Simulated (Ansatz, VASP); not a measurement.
**One calculation of PbS, two programs**

```
Pb S
1.0
     3.65366    0.00000    0.00000
     0.00000    3.65366    0.00000
     0.00000    0.00000    3.65366
Pb S
1 1
Direct
  0.00000 0.00000 0.00000
  0.50000 0.50000 0.50000
```

Alike in both runs: task single point; functional HSE06; k mesh 6 × 6 × 6; occupations fermi-dirac, width 0.05 eV; no spin polarisation.

```csv
,VASP,Ansatz
version,VASP 6.6.1,Ansatz 0.2.0
potentials or method,"VASP PAW PBE potentials, release 64 (Pb_d, S), cutoff 400 eV",all-electron PAW datasets made for the crystal
```

Ansatz gave:

```
gap on the k mesh at the Fermi level (eV) : none
pressure (GPa)                            : -1.6
```

Question: Estimate VASP's values.

Answer: gap on the k mesh at the Fermi level (eV): none; pressure (GPa): -1.7.

A gap of «none» marks a metal or a gap that the smearing closes. Ansatz ran all-electron here, and VASP with PAW potentials.

Spin-orbit coupling is off throughout. Noted on Ansatz's run: the k mesh is thin for a metal, which can move the energy by tens of meV per atom.
